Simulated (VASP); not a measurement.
The system is InP (rocksalt type).

```
In P
1.0
     0.00000    2.57080    2.57080
     2.57080    0.00000    2.57080
     2.57080    2.57080    0.00000
In P
1 1
Direct
  0.00000 0.00000 0.00000
  0.50000 0.50000 0.50000
```

```yaml
Program: VASP 6.6.1
Task: relaxation of cell and atoms
Functional: PBEsol
Potentials_or_basis: VASP PAW PBE potentials, release 64 (In_d, P)
Cutoff: 600 eV
k_mesh: 13 × 13 × 13
Occupations: fermi-dirac, width 0.1 eV
Spin: no spin polarisation
```

At the start: pressure 23.3 GPa; volume 16.99 Å³/atom.

**Question.** How do energy, volume and symmetry change on relaxing?

**Answer.** Over 20 steps the energy falls by 206.5 meV/atom and the volume is 20.35 Å³/atom (+19.8 %); space group Fm-3m (No. 225, to 0.05 Å).

The path:
```
step  energy change (eV)  largest force (eV/Å)  pressure (GPa)  volume (Å³)
   1              0.0000                0.0000           23.33        33.98
   2             -0.1846                0.0000           -9.01        47.66
   3             -0.4129                0.0000           -0.17        40.81
   4             -0.4129                0.0000            0.08        40.67
   5             -0.4129                0.0000            0.08        40.67
   6             -0.4129                0.0000            0.10        40.67
   7             -0.4129                0.0000            0.10        40.67
   8             -0.4129                0.0000            0.09        40.67
   9             -0.4129                0.0000            0.09        40.67
  10             -0.4129                0.0000            0.09        40.67
  11             -0.4129                0.0000            0.09        40.67
  12             -0.4129                0.0000            0.09        40.67
  13             -0.4129                0.0000            0.09        40.67
  14             -0.4129                0.0000            0.09        40.67
  15             -0.4129                0.0000            0.10        40.67
  16             -0.4129                0.0000            0.10        40.67
  17             -0.4129                0.0000            0.11        40.67
  18             -0.4129                0.0000            0.07        40.68
  19             -0.4129                0.0000            0.05        40.69
  20             -0.4129                0.0000            0.01        40.71
```

Final structure:
```xyz
2
Lattice="0.0000 2.7303 2.7303 2.7303 0.0000 2.7303 2.7303 2.7303 0.0000" Properties=species:S:1:pos:R:3 pbc="T T T"
In    0.0000    0.0000    0.0000
P     2.7303    2.7303    2.7303
```

Caveat: the volume moved by over 15 % at a fixed basis, so the end points are rough; the PAW data sets were made with another functional, which shifts forces and pressure a little.
